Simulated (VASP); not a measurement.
# Be2Pd (P4/mmm) in VASP: notebook

Be2Pd is run at these levels: PBE; tasks: single point.

Everything below comes from runs of VASP 6.6.1. Logs are shortened: lines on timing, memory, paths and dates and some standing lists are left out, and cuts for length are marked.

### 1 The cell of the first run

The structure is tetragonal, space group P4/mmm (No. 123). Conventional cell: a = 3.840 Å, b = 3.840 Å, c = 2.651 Å, α = 90.00°, β = 90.00°, γ = 90.00°. Within 3.1 Å of Be (site symmetry mmm) lie 4 Pd at 2.33 Å and 6 Be at 2.65 to 2.72 Å. Within 3.1 Å of Pd (site symmetry 4/mmm) lie 8 Be at 2.33 Å and 2 Pd at 2.65 Å.

### 2 Single point, PBE

The input, INCAR:

```
  PREC = Accurate
  ENCUT = 520
  EDIFF = 1E-7
  ISMEAR = 0
  SIGMA = 0.1
  LREAL = F
  LASPH = T
  NELM = 60
  ALGO = Fast
  ISIF = 2
  LWAVE = F
  LCHARG = F
  GGA = PE
  NBANDS = 23
```

The input, KPOINTS:

```
Automatic mesh
0
Gamma
  6 6 6
```

The input, POSCAR:

```
Be2Pd
1.0
   -2.7153649021      2.7153649021      2.6509846175
    2.7153649021     -2.7153649021      2.6509846175
    2.7153649021      2.7153649021     -2.6509846175
Be Pd
4 2
Direct
    0.7500028070      0.2500028070      1.0000056139
    0.2500028070      0.2499971930      0.5000000000
    0.2499971930      0.7499971930     -0.0000056139
    0.7499971930      0.7500028070      0.5000000000
    0.2500000000      0.2500000000      0.0000000000
    0.7500000000      0.7500000000      0.0000000000
```

Potentials or basis: VASP PAW PBE potentials, release 64 (Be, Pd).

Run with:

```bash
cat potpaw_PBE.64/Be/POTCAR potpaw_PBE.64/Pd/POTCAR > POTCAR
mpirun -np 1 vasp_std > vasp.out
```

OUTCAR:

```text
PREC = Accurate
   ENCUT = 520
   EDIFF = 1E-7
   ISMEAR = 0
   LREAL = F
   LASPH = T
   NELM = 60
   ISIF = 2
   GGA = PE

 ion  position               nearest neighbor table
   1  0.750  0.250  0.000-   5 2.33   6 2.33   6 2.33   5 2.33
   2  0.250  0.250  0.500-   6 2.33   5 2.33   5 2.33   6 2.33
   3  0.250  0.750  1.000-   5 2.33   6 2.33   6 2.33   5 2.33
   4  0.750  0.750  0.500-   5 2.33   6 2.33   6 2.33   5 2.33
   5  0.250  0.250  0.000-   1 2.33   3 2.33   2 2.33   4 2.33   2 2.33   4 2.33   3 2.33   1 2.33
                             6 2.65   6 2.65
   6  0.750  0.750  0.000-   1 2.33   3 2.33   2 2.33   4 2.33   4 2.33   2 2.33   1 2.33   3 2.33
                             5 2.65   5 2.65

  LATTYP: Found a body centered tetragonal cell.
 ALAT       =     5.4307298042
 C/A-ratio  =     0.9762903746

  Lattice vectors:

 A1 = (  -2.7153649021,   2.7153649021,   2.6509846175)
 A2 = (   2.7153649021,  -2.7153649021,   2.6509846175)
 A3 = (   2.7153649021,   2.7153649021,  -2.6509846175)

Analysis of symmetry for initial positions (statically):
=====================================================================
 Subroutine PRICEL returns:
 Original cell was already a primitive cell.

 Routine SETGRP: Setting up the symmetry group for a
 body centered tetragonal supercell.

 Subroutine GETGRP returns: Found 16 space group operations
 (whereof  8 operations were pure point group operations)
 out of a pool of 16 trial point group operations.

The static configuration has the point symmetry C_4h.
 The point group associated with its full space group is D_4h.

Analysis of symmetry for dynamics (positions and initial velocities):
=====================================================================
 Subroutine PRICEL returns:
 Original cell was already a primitive cell.

 Routine SETGRP: Setting up the symmetry group for a
 body centered tetragonal supercell.

 Subroutine GETGRP returns: Found 16 space group operations
 (whereof  8 operations were pure point group operations)
 out of a pool of 16 trial point group operations.

The dynamic configuration has the point symmetry C_4h.
 The point group associated with its full space group is D_4h.

 Subroutine INISYM returns: Found 16 space group operations
 (whereof  8 operations are pure point group operations),
 and found     1 'primitive' translations

----------------------------------------------------------------------------------------

                                     Primitive cell

  volume of cell :      78.1850

  direct lattice vectors                    reciprocal lattice vectors
    -2.715364902  2.715364902  2.650984617     0.000000000  0.184137314  0.188609167
     2.715364902 -2.715364902  2.650984617     0.184137314  0.000000000  0.188609167
     2.715364902  2.715364902 -2.650984617     0.184137314  0.184137314  0.000000000

  length of vectors
     4.666276090  4.666276090  4.666276090     0.263590531  0.263590531  0.260409487

  position of ions in fractional coordinates (direct lattice)
     0.750002807  0.250002807  0.000005614
     0.250002807  0.249997193  0.500000000
     0.249997193  0.749997193  0.999994386
     0.749997193  0.750002807  0.500000000
     0.250000000  0.250000000  0.000000000
     0.750000000  0.750000000  0.000000000

  ion indices of the primitive-cell ions
   primitive index   ion index
                 1           1
                 2           2
                 3           3
                 4           4
                 5           5
                 6           6

----------------------------------------------------------------------------------------

 KPOINTS: Automatic mesh

Automatic generation of k-mesh.
 Grid dimensions read from file:
 generate k-points for:    6    6    6

 Generating k-lattice:

  Cartesian coordinates                     Fractional coordinates (reciprocal lattice)
     0.000000000  0.030689552  0.031434861     0.166666667  0.000000000  0.000000000
     0.030689552  0.000000000  0.031434861     0.000000000  0.166666667  0.000000000
     0.030689552  0.030689552  0.000000000     0.000000000  0.000000000  0.166666667

  Length of vectors
     0.043931755  0.043931755  0.043401581

  Shift w.r.t. Gamma in fractional coordinates (k-lattice)
     0.000000000  0.000000000  0.000000000

 Subroutine IBZKPT returns following result:
 ===========================================

 Found     30 irreducible k-points:

 Following reciprocal coordinates:
            Coordinates               Weight
  0.000000  0.000000  0.000000      1.000000
  0.166667  0.000000 -0.000000      8.000000
  0.333333 -0.000000  0.000000      8.000000
  0.500000  0.000000  0.000000      4.000000
  0.166667  0.166667 -0.000000      8.000000
  0.333333  0.166667  0.000000     16.000000
[... 16 lines left out ...]
 -0.333333 -0.333333  0.166667      8.000000
 -0.166667 -0.333333  0.166667      8.000000
 [... further k-points ...]
   k-points           NKPTS =     30   k-points in BZ     NKDIM =     30   number of bands    NBANDS=     23
   number of dos      NEDOS =    301   number of ions     NIONS =      6
   total plane-waves  NPLWV =  46656
   dimension x,y,z NGX =    36 NGY =   36 NGZ =   36
   dimension x,y,z NGXF=    72 NGYF=   72 NGZF=   72
   ions per type =               4   2
   NGX,Y,Z   is equivalent  to a cutoff of  12.83, 12.83, 12.83 a.u.
   NGXF,Y,Z  is equivalent  to a cutoff of  25.65, 25.65, 25.65 a.u.
 SYSTEM =  unknown system
   PREC   = accura    normal or accurate (medium, high low for compatibility)
   ISTART =      0    job   : 0-new  1-cont  2-samecut
   ICHARG =      2    charge: 1-file 2-atom 10-const
   ISPIN  =      1    spin polarized calculation?
   LNONCOLLINEAR =      F non collinear calculations
   LSORBIT =      F    spin-orbit coupling
   LASPH  =      T    aspherical Exc in radial PAW
   ENCUT  =  520.0 eV  38.22 Ry    6.18 a.u.   8.68  8.68  8.68*2*pi/ulx,y,z
   NELM   =     60;   NELMIN=  2; NELMDL= -5     # of ELM steps
   EDIFF  = 0.1E-06   stopping-criterion for ELM
   LREAL  =      F    real-space projection
   EDIFFG = 0.1E-05   stopping-criterion for IOM
   NSW    =      0    number of steps for IOM
   IBRION =     -1    ionic relax: 0-MD 1-quasi-New 2-CG
   NFREE  =      0    steps in history (QN), initial steepest desc. (CG)
   ISIF   =      2    stress and relaxation
   ISYM   =      2    0-nonsym 1-usesym 2-fastsym
   POTIM  = 0.5000    time-step for ionic-motion
   TEBEG  =    0.0;   TEEND  =   0.0 temperature during run
   PSTRESS=    0.0 pullay stress
   NELECT =      28.0000    total number of electrons
   NUPDOWN=      -1.0000    fix difference up-down
   EMIN   =  10.00;   EMAX   =-10.00  energy-range for DOS
   EFERMI =   0.00;   METHOD = LEGACY
   ISMEAR =     0;   SIGMA  =   0.10  broadening in eV -4-tet -1-fermi 0-gaus
   EFERMI_NEDOS =   21; number of points for ismear=-14 and -15
   IALGO  =     68    algorithm
   IMIX   =      4    mixing-type and parameters
     AMIX     =   0.40;   BMIX     =  1.00
     AMIX_MAG =   1.60;   BMIX_MAG =  1.00
  volume/ion in A,a.u.               =      13.03        87.94
  Fermi-wavevector in a.u.,A,eV,Ry     =   1.162571  2.196941 18.389258  1.351572
  Thomas-Fermi vector in A             =   2.299131
   LORBIT       =      0    0 simple, 1 ext, 2 COOP (PROOUT), +10 PAW based schemes
   GGA     = PE    functional components
   LHFCALC =     F    Hartree Fock is set to
   AEXX    =    0.0000 exact exchange contribution
   IVDW    =     0    specifies the selected vdW correction
   LEPSILON=     F    determine dielectric tensor
   LRPA    =     F    only Hartree local field effects (RPA)
 non-spin polarized calculation
 RMM-DIIS sequential band-by-band and
 Gauss-broadening in eV      SIGMA  =   0.10
  energy-cutoff  :      520.00
  volume of cell :       78.19
 maximum number of plane-waves:      2126
   NGX = 17   NGY = 17   NGZ = 17

 number of electron      28.0000006 magnetization

 Free energy of the ion-electron system (eV)
  ---------------------------------------------------
  ext. energy  EPLUGINS =         0.00000000
  ---------------------------------------------------
  free energy    TOTEN  =       -26.04987987 eV

  energy without entropy =      -26.04155494  energy(sigma->0) =      -26.04571740

 E-fermi :   6.1137     XC(G=0): -10.5173

 val. band max:        6.0688808545   @ k =  -0.3333   0.3333   0.1667
 cond. band min:       6.1338412186   @ k =  -0.1667   0.1667   0.1667
 fundamental gap:      0.0649603641
 Fermi energy:         6.1136524401

 k-point     1 :       0.0000    0.0000    0.0000
  band No.  band energies     occupation
      1      -2.3221      2.00000
      2       0.3284      2.00000
      3       0.3284      2.00000
      4       0.6225      2.00000
      5       0.8182      2.00000
      6       2.4724      2.00000
[... 15 lines left out ...]
     22      12.1267      0.00000
     23      13.3166      0.00000

 k-point     2 :       0.1667    0.0000   -0.0000
  band No.  band energies     occupation
      1      -2.0447      2.00000
      2       0.4000      2.00000
      3       0.4326      2.00000
      4       0.7631      2.00000
      5       0.8797      2.00000
      6       2.3574      2.00000
[... 15 lines left out ...]
     22      13.1440      0.00000
     23      13.2595      0.00000

 k-point     3 :       0.3333   -0.0000    0.0000
  band No.  band energies     occupation
      1      -1.2377      2.00000
      2       0.5255      2.00000
      3       0.7409      2.00000
      4       1.0602      2.00000
      5       1.1457      2.00000
      6       2.0887      2.00000
[... 15 lines left out ...]
     22      12.7642      0.00000
     23      14.6973      0.00000
[... 495 lines left out ...]
 k-point    23 :      -0.3333   -0.3333    0.1667
  band No.  band energies     occupation
      1      -0.0294      2.00000
      2       0.2234      2.00000
      3       0.8491      2.00000
      4       0.9158      2.00000
      5       0.9201      2.00000
      6       1.3197      2.00000
[... 15 lines left out ...]
     22      14.6686      0.00000
     23      14.6758      0.00000

 k-point    24 :      -0.1667   -0.3333    0.1667
  band No.  band energies     occupation
      1      -0.9002      2.00000
      2       0.9254      2.00000
      3       1.0541      2.00000
      4       1.1581      2.00000
      5       1.4426      2.00000
      6       1.4579      2.00000
[... 15 lines left out ...]
     22      13.8126      0.00000
     23      14.1286      0.00000

 [... further k-points ...]

------------------------ aborting loop because EDIFF is reached ----------------------------------------

  FORCE on cell =-STRESS in cart. coord.  units (eV):
  Direction    XX          YY          ZZ          XY          YZ          ZX
  --------------------------------------------------------------------------------------
  -------------------------------------------------------------------------------------
  Total        0.0127286      0.0127286     -0.0478617      0.0000000     -0.0000000      0.0000000
  in kB        0.2608357      0.2608357     -0.9807887      0.0000000     -0.0000000      0.0000000
  external PRESSURE =      -0.1530391 kB  Pullay stress =       0.0000000 kB

 VOLUME and BASIS-vectors are now :
 -----------------------------------------------------------------------------
  energy-cutoff  :      520.00
  volume of cell :       78.19
      direct lattice vectors                 reciprocal lattice vectors
    -2.715364902  2.715364902  2.650984617     0.000000000  0.184137314  0.188609167
     2.715364902 -2.715364902  2.650984617     0.184137314  0.000000000  0.188609167
     2.715364902  2.715364902 -2.650984617     0.184137314  0.184137314  0.000000000

 POSITION                                       TOTAL-FORCE (eV/Angst)
 -----------------------------------------------------------------------------------
     -1.35767      1.35770      2.65098        -0.000009     -0.000009     -0.000000
      1.35767      1.35770      0.00000         0.000009     -0.000009      0.000000
      4.07303      1.35767     -0.00000         0.000009      0.000009      0.000000
      1.35770      1.35767      2.65098        -0.000009      0.000009      0.000000
      0.00000      0.00000      1.32549        -0.000000      0.000000      0.000000
      0.00000      0.00000      3.97648        -0.000000      0.000000      0.000000
 -----------------------------------------------------------------------------------
    total drift:                                0.000000      0.000000      0.000000

  FREE ENERGIE OF THE ION-ELECTRON SYSTEM (eV)
  ---------------------------------------------------
  free  energy   TOTEN  =       -26.0498798656 eV

  energy  without entropy=      -26.0415549367  energy(sigma->0) =      -26.04571740
```

Run time: 66 s. Hardware: 1 thread of AMD EPYC 7R43 (Zen 3), shared host; peak memory 0.19 GiB.

What came out:

| Item | Value |
| --- | --- |
| Free energy | -26.0499 eV |
| Pressure | 0.0 GPa |
| Band gap on the k mesh | zero (bands 14 and 15 overlap by 0.73 eV) |

### 3 Single point, PBE

This run uses another cell than the first one: it holds 3 atoms, not 6.

The input, INCAR:

```
  PREC = Accurate
  ENCUT = 520
  EDIFF = 1E-6
  ISMEAR = 0
  SIGMA = 0.1
  LREAL = F
  LASPH = T
  NELM = 60
  ALGO = Fast
  ISIF = 2
  LWAVE = F
  LCHARG = T
  GGA = PE
  LELF = T
  LVHAR = T
  NBANDS = 14
```

The input, KPOINTS:

```
regular mesh
0
Gamma
  12 12 18
```

The input, POSCAR:

```
Be2Pd
1.0
    3.8419994123      0.0000000000      0.0000000000
    0.0000000000      3.8419994123      0.0000000000
    0.0000000000      0.0000000000      2.6495538565
Be Pd
2 1
Direct
    0.5000000000      0.0000000000      0.0000000000
    0.0000000000      0.5000000000      0.0000000000
    0.0000000000      0.0000000000      0.5000000000
```

Potentials or basis: VASP PAW PBE potentials, release 64 (Be, Pd).

Run with:

```bash
cat potpaw_PBE.64/Be/POTCAR potpaw_PBE.64/Pd/POTCAR > POTCAR
mpirun -np 1 vasp_std > vasp.out
```

OUTCAR:

```text
PREC = Accurate
   ENCUT = 520
   EDIFF = 1E-6
   ISMEAR = 0
   LREAL = F
   LASPH = T
   NELM = 60
   ISIF = 2
   GGA = PE

 ion  position               nearest neighbor table
   1  0.500  0.000  0.000-   3 2.33   3 2.33   3 2.33   3 2.33
   2  0.000  0.500  0.000-   3 2.33   3 2.33   3 2.33   3 2.33
   3  0.000  0.000  0.500-   1 2.33   2 2.33   1 2.33   2 2.33   2 2.33   2 2.33   1 2.33   1 2.33

  LATTYP: Found a simple tetragonal cell.
 ALAT       =     3.8419994123
 C/A-ratio  =     0.6896289073

  Lattice vectors:

 A1 = (   3.8419994123,   0.0000000000,   0.0000000000)
 A2 = (   0.0000000000,   3.8419994123,   0.0000000000)
 A3 = (   0.0000000000,   0.0000000000,   2.6495538565)

Analysis of symmetry for initial positions (statically):
=====================================================================
 Subroutine PRICEL returns:
 Original cell was already a primitive cell.

 Routine SETGRP: Setting up the symmetry group for a
 simple tetragonal supercell.

 Subroutine GETGRP returns: Found 16 space group operations
 (whereof 16 operations were pure point group operations)
 out of a pool of 16 trial point group operations.

The static configuration has the point symmetry D_4h.

Analysis of symmetry for dynamics (positions and initial velocities):
=====================================================================
 Subroutine PRICEL returns:
 Original cell was already a primitive cell.

 Routine SETGRP: Setting up the symmetry group for a
 simple tetragonal supercell.

 Subroutine GETGRP returns: Found 16 space group operations
 (whereof 16 operations were pure point group operations)
 out of a pool of 16 trial point group operations.

The dynamic configuration has the point symmetry D_4h.

 Subroutine INISYM returns: Found 16 space group operations
 (whereof 16 operations are pure point group operations),
 and found     1 'primitive' translations

----------------------------------------------------------------------------------------

                                     Primitive cell

[... 126 lines left out ...]
  energy-cutoff  :      520.00
  volume of cell :       39.11
 maximum number of plane-waves:      1072
 NGX is ok and might be reduce to    30

 number of electron      14.0000000 magnetization

 Free energy of the ion-electron system (eV)
  ---------------------------------------------------
  ext. energy  EPLUGINS =         0.00000000
  ---------------------------------------------------
  free energy    TOTEN  =       -13.03486221 eV

  energy without entropy =      -13.03105420  energy(sigma->0) =      -13.03295821

 E-fermi :   6.1884     XC(G=0): -10.5152

 val. band max:        6.1698516318   @ k =   0.1667   0.0000   0.0556
 cond. band min:       6.1902220004   @ k =   0.4167   0.1667   0.0000
 fundamental gap:      0.0203703686
 Fermi energy:         6.1884176529

 k-point     1 :       0.0000    0.0000    0.0000
  band No.  band energies     occupation
      1      -2.3246      2.00000
      2       0.6174      2.00000
      3       0.8170      2.00000
      4       2.5497      2.00000
      5       3.4781      2.00000
      6       3.4781      2.00000
      7       5.5263      2.00000
      8       5.5263      2.00000
      9      11.7096      0.00000
     10      12.1143      0.00000
     11      13.2997      0.00000
     12      13.2997      0.00000
     13      14.0399      0.00000
     14      17.4101      0.00000
[... 377 lines left out ...]
      1      -0.7340      2.00000
      2       0.6760      2.00000
      3       1.4680      2.00000
      4       1.9378      2.00000
      5       3.1478      2.00000
      6       3.2467      2.00000
      7       3.2945      2.00000
      8       4.4440      2.00000
      9       7.3798      0.00000
     10      14.8459      0.00000
     11      16.4108      0.00000
     12      16.7781      0.00000
     13      17.5591      0.00000
     14      19.4919      0.00000

 [... further k-points ...]

------------------------ aborting loop because EDIFF is reached ----------------------------------------

  FORCE on cell =-STRESS in cart. coord.  units (eV):
  Direction    XX          YY          ZZ          XY          YZ          ZX
  --------------------------------------------------------------------------------------
  -------------------------------------------------------------------------------------
  Total        0.0011598      0.0011598     -0.0160313      0.0000000      0.0000000      0.0000000
  in kB        0.0475140      0.0475140     -0.6567393      0.0000000      0.0000000      0.0000000
  external PRESSURE =      -0.1872371 kB  Pullay stress =       0.0000000 kB

 VOLUME and BASIS-vectors are now :
 -----------------------------------------------------------------------------
  energy-cutoff  :      520.00
  volume of cell :       39.11
      direct lattice vectors                 reciprocal lattice vectors
     3.841999412  0.000000000  0.000000000     0.260281143  0.000000000  0.000000000
     0.000000000  3.841999412  0.000000000     0.000000000  0.260281143  0.000000000
     0.000000000  0.000000000  2.649553856     0.000000000  0.000000000  0.377422032

 POSITION                                       TOTAL-FORCE (eV/Angst)
 -----------------------------------------------------------------------------------
      1.92100      0.00000      0.00000         0.000000      0.000000      0.000000
      0.00000      1.92100      0.00000         0.000000      0.000000      0.000000
      0.00000      0.00000      1.32478         0.000000      0.000000      0.000000
 -----------------------------------------------------------------------------------
    total drift:                               -0.000000     -0.000000     -0.000000

  FREE ENERGIE OF THE ION-ELECTRON SYSTEM (eV)
  ---------------------------------------------------
  free  energy   TOTEN  =       -13.0348622094 eV

  energy  without entropy=      -13.0310542021  energy(sigma->0) =      -13.03295821
```

Run time: 2.4 min. Hardware: 1 thread of AMD EPYC 7R43 (Zen 3), shared host; peak memory 0.24 GiB.

Results:

- Free energy: -13.0349 eV
- Pressure: 0.0 GPa
- Band gap on the k mesh: zero (bands 7 and 8 overlap by 5.54 eV)

Levels at points of the mesh, in eV from the Fermi level:
```tsv
k point	band 4	band 5	band 6	band 7	band 8	band 9	band 10	band 11
(0.00, 0.00, 0.00)	-3.64	-2.71	-2.71	-0.66	-0.66	5.52	5.93	7.11
(0.50, 0.00, 0.00)	-4.22	-3.77	-2.97	-2.70	1.14	4.28	4.53	7.31
(0.50, 0.50, 0.00)	-3.48	-3.48	-3.12	-2.95	-2.95	0.42	10.01	11.43
(0.00, 0.00, 0.50)	-4.92	-3.24	-3.16	0.46	5.71	5.71	5.99	7.13
(0.50, 0.00, 0.50)	-3.37	-2.70	-1.97	-1.24	1.69	2.15	5.23	7.69
(0.50, 0.50, 0.50)	-3.33	-2.17	-1.26	-0.49	-0.49	0.62	5.57	5.57
```

The gap in the log of VASP goes by the Fermi energy; the results here count the filled bands.